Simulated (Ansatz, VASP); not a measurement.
**Ni: VASP beside Ansatz**

```xyz
3
Lattice="3.9370 0.0000 0.0000 -1.9685 3.4096 0.0000 0.0000 0.0000 2.3858" Properties=species:S:1:pos:R:3 pbc="T T T"
Ni    0.0000    0.0000    0.0000
Ni    0.0000    2.2730    1.1929
Ni    1.9685    1.1365    1.1929
```

Alike in both runs: task single point; functional PBE; k mesh 10 × 10 × 15; occupations fermi-dirac, width 0.05 eV; collinear spin.

|  | VASP | Ansatz |
| --- | --- | --- |
| version | VASP 6.6.1 | Ansatz 0.2.0 |
| potentials or method | VASP PAW PBE potentials, release 64 (Ni), cutoff 600 eV | plane waves (420 eV) with PAW, scalar-relativistic |
| valence electrons in the cell | 30 | 54 |

VASP gave:

- pressure (GPa): 8.1
- traceless stress, the component that is largest in VASP (GPa): -0.22
- net moment per atom (μB): 0.61
- size of the moment on the site where the two differ most (μB): 0.63

What did Ansatz give for the same quantities?

Pressure (GPa): 8.4; traceless stress, the component that is largest in VASP (GPa): -0.15; net moment per atom (μB): 0.62; size of the moment on the site where the two differ most (μB): 0.68.

Site moments also hang on the region over which each program counts them. The functional is the same, so the differences come from potentials, cutoffs and numerics. VASP's potentials hold 30 valence electrons a cell and Ansatz's 54, so a difference there can come from the potentials and not from the codes.
